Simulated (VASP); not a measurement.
The system is BP.

```
B P
1.0
     0.00000    2.21161    2.21161
     2.21161    0.00000    2.21161
     2.21161    2.21161    0.00000
B P
1 1
Cartesian
  0.0000 0.0000 0.0000
  1.1058 1.1058 1.1058
```

This cell differs from its parent crystal: strain -2.5%.

Base run:

- Program: VASP 6.6.1
- Functional: PBE
- Potentials or basis: VASP PAW PBE potentials, release 64 (B, P)
- Cutoff: 520 eV
- k mesh: 10 × 10 × 10
- Occupations: fermi-dirac, width 0.02 eV
- Spin: no spin polarisation

Its results: band gap on the k mesh 1.13 eV, indirect (least direct gap 3.53 eV); pressure 15.6 GPa.

Problem. The run is repeated on the same cell with these changes: functional from PBE to r2SCAN; occupations from fermi-dirac, width 0.02 eV to gaussian, width 0.01 eV. What comes out?

Solution. Band gap on the k mesh 1.34 eV, indirect (least direct gap 3.77 eV); pressure 14.2 GPa.

Caveats: the PAW data sets were made with another functional, which shifts forces and pressure a little (some runs).

A k mesh can miss the band edges.
